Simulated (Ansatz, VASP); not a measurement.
GdO: VASP beside Ansatz

```
CELL_PARAMETERS angstrom
0.00000 2.71788 2.71788
2.71788 0.00000 2.71788
2.71788 2.71788 0.00000
ATOMIC_POSITIONS crystal
Gd 0.00000 0.00000 0.00000
O 0.75000 0.75000 0.75000
```

Alike in both runs: task single point; functional r2SCAN; k mesh 9 × 9 × 9; occupations fermi-dirac, width 0.05 eV; collinear spin.

```csv
,VASP,Ansatz
version,VASP 6.6.1,Ansatz 0.2.0
potentials or method,"VASP PAW PBE potentials, release 64 (Gd, O)",Ansatz PAW
plane-wave cutoff (eV),520,500
valence electrons in the cell,24,24
```

|  | VASP | Ansatz | Ansatz less VASP |
| --- | --- | --- | --- |
| gap on the k mesh at the Fermi level (eV) | none | none | - |
| pressure (GPa) | -4.3 | -4.2 | +0.12 |
| net moment per atom (μB) | 3.97 | 3.97 | +0.002 |
| size of the moment on the site where the two differ most (μB) | 6.98 | 7.03 | +0.050 |

VASP's potentials were made for PBE, not for r2SCAN. Site moments also hang on the region over which each program counts them. A gap of «none» marks a metal or a gap that the smearing closes. With one functional, cell and mesh, what is left measures potentials, basis and numerics.

Spin-orbit coupling is off throughout. Noted on Ansatz's run: the magnetic or orbital state may not be the lowest.
